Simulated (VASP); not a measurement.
# HgTe (I-4m2) in VASP: notebook, part 2 of 2

VASP 6.6.1. The steps go on from the part before.

**3. Single point, PBE (strain +0.015 along x and y, +0.000 along z)**

File INCAR:

```
SYSTEM = HgTe
PREC     = Accurate       ! precision mode
ENCUT    = 520            ! plane-wave cutoff, eV
EDIFF    = 1E-7           ! SCF threshold, eV
ISMEAR   = 0              ! smearing method
SIGMA    = 0.15           ! smearing width, eV
LREAL    = .FALSE.        ! projectors in reciprocal space
LASPH    = .TRUE.         ! aspherical terms in the spheres
NELM     = 80             ! most SCF steps
ALGO     = Normal         ! electronic algorithm
ISIF     = 2              ! what is computed and relaxed
LWAVE    = .FALSE.        ! write WAVECAR
LCHARG   = .TRUE.         ! write CHGCAR
GGA      = PE             ! functional
LELF     = .TRUE.         ! ELF
LVHAR    = .TRUE.       
NBANDS   = 16             ! bands
```

File KPOINTS:

```
regular mesh
0
G
  14 14 14
  0 0 0
```

File POSCAR:

```
HgTe
1.0
    0.0000000000      3.2718525000      3.2235000000
    3.2718525000      0.0000000000      3.2235000000
    3.2718525000      3.2718525000      0.0000000000
Hg Te
1 1
Direct
    0.0000000000      0.0000000000      0.0000000000
    0.7500000000      0.7500000000      0.7500000000
```

Potentials or basis: VASP PAW PBE potentials, release 64 (Hg, Te).

The run is started by

```
cat potpaw_PBE.64/Hg/POTCAR potpaw_PBE.64/Te/POTCAR > POTCAR
mpirun -np 1 vasp_std > vasp.out
```

OUTCAR:

```text
SYSTEM = HgTe
   PREC = Accurate
   ENCUT = 520
   EDIFF = 1E-7
   ISMEAR = 0
   LREAL = .FALSE.
   LASPH = .TRUE.
   NELM = 80
   ISIF = 2
   GGA = PE

 ion  position               nearest neighbor table
   1  0.000  0.000  0.000-   2 2.82   2 2.82   2 2.82   2 2.82
   2  0.750  0.750  0.750-   1 2.82   1 2.82   1 2.82   1 2.82

  LATTYP: Found a body centered tetragonal cell.
 ALAT       =     4.6270981796
 C/A-ratio  =     1.3933138546

  Lattice vectors:

 A1 = (   0.0000000000,  -3.2718525000,  -3.2235000000)
 A2 = (   0.0000000000,   3.2718525000,  -3.2235000000)
 A3 = (   3.2718525000,   0.0000000000,   3.2235000000)

Analysis of symmetry for initial positions (statically):
=====================================================================
 Subroutine PRICEL returns:
 Original cell was already a primitive cell.

 Routine SETGRP: Setting up the symmetry group for a
 body centered tetragonal supercell.

 Subroutine GETGRP returns: Found  8 space group operations
 (whereof  8 operations were pure point group operations)
 out of a pool of 16 trial point group operations.

The static configuration has the point symmetry D_2d.

Analysis of symmetry for dynamics (positions and initial velocities):
=====================================================================
 Subroutine PRICEL returns:
 Original cell was already a primitive cell.

 Routine SETGRP: Setting up the symmetry group for a
 body centered tetragonal supercell.

 Subroutine GETGRP returns: Found  8 space group operations
 (whereof  8 operations were pure point group operations)
 out of a pool of 16 trial point group operations.

The dynamic configuration has the point symmetry D_2d.

 Subroutine INISYM returns: Found  8 space group operations
 (whereof  8 operations are pure point group operations),
 and found     1 'primitive' translations

----------------------------------------------------------------------------------------

                                     Primitive cell

  volume of cell :      69.0153

  direct lattice vectors                    reciprocal lattice vectors
     0.000000000  3.271852500  3.223500000    -0.152818625  0.152818625  0.155110904
     3.271852500  0.000000000  3.223500000     0.152818625 -0.152818625  0.155110904
     3.271852500  3.271852500  0.000000000     0.152818625  0.152818625 -0.155110904

  length of vectors
     4.593035057  4.593035057  4.627098180     0.266019655  0.266019655  0.266019655

  position of ions in fractional coordinates (direct lattice)
     0.000000000  0.000000000  0.000000000
     0.750000000  0.750000000  0.750000000

  ion indices of the primitive-cell ions
   primitive index   ion index
                 1           1
                 2           2

----------------------------------------------------------------------------------------

 KPOINTS: regular mesh

Automatic generation of k-mesh.
 Grid dimensions read from file:
 generate k-points for:   14   14   14

 Generating k-lattice:

  Cartesian coordinates                     Fractional coordinates (reciprocal lattice)
    -0.010915616  0.010915616  0.011079350     0.071428571 -0.000000000  0.000000000
     0.010915616 -0.010915616  0.011079350    -0.000000000  0.071428571  0.000000000
     0.010915616  0.010915616 -0.011079350     0.000000000  0.000000000  0.071428571

  Length of vectors
     0.019001404  0.019001404  0.019001404

  Shift w.r.t. Gamma in fractional coordinates (k-lattice)
     0.000000000  0.000000000  0.000000000

 Subroutine IBZKPT returns following result:
 ===========================================

 Found    244 irreducible k-points:

 Following reciprocal coordinates:
            Coordinates               Weight
  0.000000  0.000000  0.000000      1.000000
  0.071429 -0.000000  0.000000      8.000000
  0.142857 -0.000000  0.000000      8.000000
  0.214286  0.000000  0.000000      8.000000
  0.285714 -0.000000  0.000000      8.000000
  0.357143 -0.000000  0.000000      8.000000
[... 16 lines left out ...]
  0.214286  0.142857  0.000000      8.000000
  0.285714  0.142857  0.000000      8.000000
 [... further k-points ...]
   k-points           NKPTS =    244   k-points in BZ     NKDIM =    244   number of bands    NBANDS=     16
   number of dos      NEDOS =    301   number of ions     NIONS =      2
   total plane-waves  NPLWV =  46656
   dimension x,y,z NGX =    36 NGY =   36 NGZ =   36
   dimension x,y,z NGXF=    72 NGYF=   72 NGZF=   72
   ions per type =               1   1
   NGX,Y,Z   is equivalent  to a cutoff of  13.03, 13.03, 12.93 a.u.
   NGXF,Y,Z  is equivalent  to a cutoff of  26.06, 26.06, 25.87 a.u.
 SYSTEM =  HgTe
   PREC   = accura    normal or accurate (medium, high low for compatibility)
   ISTART =      0    job   : 0-new  1-cont  2-samecut
   ICHARG =      2    charge: 1-file 2-atom 10-const
   ISPIN  =      1    spin polarized calculation?
   LNONCOLLINEAR =      F non collinear calculations
   LSORBIT =      F    spin-orbit coupling
   LASPH  =      T    aspherical Exc in radial PAW
   ENCUT  =  520.0 eV  38.22 Ry    6.18 a.u.   8.54  8.54  8.60*2*pi/ulx,y,z
   NELM   =     80;   NELMIN=  2; NELMDL= -5     # of ELM steps
   EDIFF  = 0.1E-06   stopping-criterion for ELM
   LREAL  =      F    real-space projection
   EDIFFG = 0.1E-05   stopping-criterion for IOM
   NSW    =      0    number of steps for IOM
   IBRION =     -1    ionic relax: 0-MD 1-quasi-New 2-CG
   NFREE  =      0    steps in history (QN), initial steepest desc. (CG)
   ISIF   =      2    stress and relaxation
   ISYM   =      2    0-nonsym 1-usesym 2-fastsym
   POTIM  = 0.5000    time-step for ionic-motion
   TEBEG  =    0.0;   TEEND  =   0.0 temperature during run
   PSTRESS=    0.0 pullay stress
   NELECT =      18.0000    total number of electrons
   NUPDOWN=      -1.0000    fix difference up-down
   EMIN   =  10.00;   EMAX   =-10.00  energy-range for DOS
   EFERMI =   0.00;   METHOD = LEGACY
   ISMEAR =     0;   SIGMA  =   0.15  broadening in eV -4-tet -1-fermi 0-gaus
   EFERMI_NEDOS =   21; number of points for ismear=-14 and -15
   IALGO  =     38    algorithm
   IMIX   =      4    mixing-type and parameters
     AMIX     =   0.40;   BMIX     =  1.00
     AMIX_MAG =   1.60;   BMIX_MAG =  1.00
  volume/ion in A,a.u.               =      34.51       232.87
  Fermi-wavevector in a.u.,A,eV,Ry     =   1.045965  1.976588 14.885366  1.094044
  Thomas-Fermi vector in A             =   2.180783
   LORBIT       =      0    0 simple, 1 ext, 2 COOP (PROOUT), +10 PAW based schemes
   GGA     = PE    functional components
   LHFCALC =     F    Hartree Fock is set to
   AEXX    =    0.0000 exact exchange contribution
   IVDW    =     0    specifies the selected vdW correction
   LEPSILON=     F    determine dielectric tensor
   LRPA    =     F    only Hartree local field effects (RPA)
 non-spin polarized calculation
 Gauss-broadening in eV      SIGMA  =   0.15
  energy-cutoff  :      520.00
  volume of cell :       69.02
 maximum number of plane-waves:      1877
 NGX is ok and might be reduce to    36
   NGX = 17   NGY = 17   NGZ = 17

 number of electron      18.0000002 magnetization

 Free energy of the ion-electron system (eV)
  ---------------------------------------------------
  ext. energy  EPLUGINS =         0.00000000
  ---------------------------------------------------
  free energy    TOTEN  =        -3.61526061 eV

  energy without entropy =       -3.61502305  energy(sigma->0) =       -3.61514183

 E-fermi :   3.0038     XC(G=0):  -8.6441

 val. band max:        2.8985803231   @ k =   0.0000   0.0000   0.0000
 cond. band min:       3.2108777852   @ k =   0.0714  -0.0000   0.0000
 fundamental gap:      0.3122974621
 Fermi energy:         3.0037650967

 k-point     1 :       0.0000    0.0000    0.0000
  band No.  band energies     occupation
      1      -8.9643      2.00000
      2      -4.3617      2.00000
      3      -4.3617      2.00000
      4      -4.3583      2.00000
      5      -3.8618      2.00000
      6      -3.8523      2.00000
[... 8 lines left out ...]
     15      12.2942      0.00000
     16      12.4746      0.00000
[... 419 lines left out ...]
 k-point    24 :       0.2857    0.1429    0.0000
  band No.  band energies     occupation
      1      -8.6515      2.00000
      2      -4.2923      2.00000
      3      -4.2521      2.00000
      4      -4.2009      2.00000
      5      -3.8696      2.00000
      6      -3.8391      2.00000
[... 8 lines left out ...]
     15      11.9594      0.00000
     16      12.2766      0.00000

 [... further k-points ...]
[... 5 lines left out ...]
  --------------------------------------------------------------------------------------
  -------------------------------------------------------------------------------------
  Total        1.1028857      1.1028857      1.1846191      0.0000000      0.0000000      0.0000000
  in kB       25.6033022     25.6033022     27.5007291      0.0000000      0.0000000      0.0000000
  external PRESSURE =      26.2357778 kB  Pullay stress =       0.0000000 kB

 VOLUME and BASIS-vectors are now :
 -----------------------------------------------------------------------------
  energy-cutoff  :      520.00
  volume of cell :       69.02
      direct lattice vectors                 reciprocal lattice vectors
     0.000000000  3.271852500  3.223500000    -0.152818625  0.152818625  0.155110904
     3.271852500  0.000000000  3.223500000     0.152818625 -0.152818625  0.155110904
     3.271852500  3.271852500  0.000000000     0.152818625  0.152818625 -0.155110904

 POSITION                                       TOTAL-FORCE (eV/Angst)
 -----------------------------------------------------------------------------------
      0.00000      0.00000      0.00000         0.000000     -0.000000      0.000000
      4.90778      4.90778      4.83525         0.000000      0.000000     -0.000000
 -----------------------------------------------------------------------------------
    total drift:                                0.000000      0.000000     -0.000000

  FREE ENERGIE OF THE ION-ELECTRON SYSTEM (eV)
  ---------------------------------------------------
  free  energy   TOTEN  =        -3.6152606073 eV

  energy  without entropy=       -3.6150230500  energy(sigma->0) =       -3.61514183
```

Run time: 2.1 min. Hardware: 1 thread of Intel Xeon 6975P-C (Granite Rapids), shared host; peak memory 0.4 GiB.

What came out:

```
Free energy : -3.6153 eV
Pressure    : 2.6 GPa
```

Levels at points of the mesh, in eV from the Fermi level:
```tsv
k point	band 5	band 6	band 7	band 8	band 9	band 10	band 11	band 12	band 13	band 14
(0.00, 0.00, 0.00)	-6.87	-6.86	-0.92	-0.15	-0.15	-0.11	4.13	4.14	4.14	6.36
(0.50, 0.00, 0.00)	-6.84	-6.57	-5.48	-1.11	-1.05	0.57	4.88	4.96	6.73	7.71
(0.50, 0.50, 0.00)	-6.80	-6.41	-5.41	-2.36	-2.36	1.70	2.37	8.07	8.64	8.64
(0.50, 0.00, 0.50)	-6.80	-6.44	-5.48	-2.31	-2.28	1.81	2.43	7.97	8.59	8.66
```

Caveat: the cell differs from its parent crystal (strain +0.015 along x and y, +0.000 along z); spin-orbit coupling is left out, which moves the levels of the heavy elements.

**4. Single point, PBE (strain +0.015 along x and y, +0.030 along z)**

File INCAR:

```
  PREC = Accurate
  ENCUT = 520
  EDIFF = 1E-6
  ISMEAR = 0
  SIGMA = 0.15
  LREAL = False
  LASPH = True
  NELM = 100
  ALGO = Normal
  ISIF = 2
  LWAVE = False
  LCHARG = False
  GGA = PE
  NBANDS = 16
```

File KPOINTS:

```
regular mesh
0
Gamma
  14 14 14
```

File POSCAR:

```
HgTe
1.0
    0.0000000000      3.2718525000      3.3202050000
    3.2718525000      0.0000000000      3.3202050000
    3.2718525000      3.2718525000      0.0000000000
Hg Te
1 1
Direct
    0.0000000000      0.0000000000      0.0000000000
    0.7500000000      0.7500000000      0.7500000000
```

The run is started by

```
cat potpaw_PBE.64/Hg/POTCAR potpaw_PBE.64/Te/POTCAR > POTCAR
mpirun -np 1 vasp_std > vasp.out
```

Run time: 2 min. Hardware: 1 thread of Intel Xeon 6975P-C (Granite Rapids), shared host; peak memory 0.42 GiB.

It converged, with:

```yaml
Free_energy: -3.6409 eV
Pressure: 1.3 GPa
Band_gap_on_the_k_mesh: zero (filled and empty bands touch)
```

Stress tensor (GPa, compression positive):
```
1.39 0.00 0.00
0.00 1.39 0.00
0.00 0.00 1.17
```

Levels at points of the mesh, in eV from the Fermi level:
| k point | band 7 | band 8 | band 9 | band 10 | band 11 | band 12 |
| --- | --- | --- | --- | --- | --- | --- |
| (0.00, 0.00, 0.00) | -0.98 | -0.17 | -0.12 | -0.12 | 4.19 | 4.19 |
| (0.50, 0.00, 0.00) | -5.29 | -1.06 | -0.99 | 0.57 | 4.91 | 4.98 |
| (0.50, 0.50, 0.00) | -5.34 | -2.16 | -2.16 | 1.84 | 2.53 | 7.84 |
| (0.50, 0.00, 0.50) | -5.27 | -2.23 | -2.20 | 1.74 | 2.47 | 7.93 |

Caveat: the cell differs from its parent crystal (strain +0.015 along x and y, +0.030 along z); spin-orbit coupling is left out, which moves the levels of the heavy elements.

**5. The runs side by side**

```csv
cell,gap on the mesh (eV),pressure (GPa)
"a = 4.593, b = 4.593, c = 4.559 Å, angles 60.2, 60.2, 59.5°, 2 atoms",none,3.3
"a = 4.593, b = 4.593, c = 4.627 Å, angles 59.8, 59.8, 60.5°, 2 atoms",-,2.6
"a = 4.661, b = 4.661, c = 4.627 Å, angles 60.2, 60.2, 59.5°, 2 atoms",none,1.3
```

Alike in all rows: task single point; level PBE; potentials or basis VASP PAW PBE potentials, release 64 (Hg, Te); no spin polarisation; k mesh 14 × 14 × 14; cutoff (eV) 520; smearing gaussian 0.15 eV.

Caveats: spin-orbit coupling is left out, which moves the levels of the heavy elements.

Absolute energies hang on the potentials; compare differences alone.
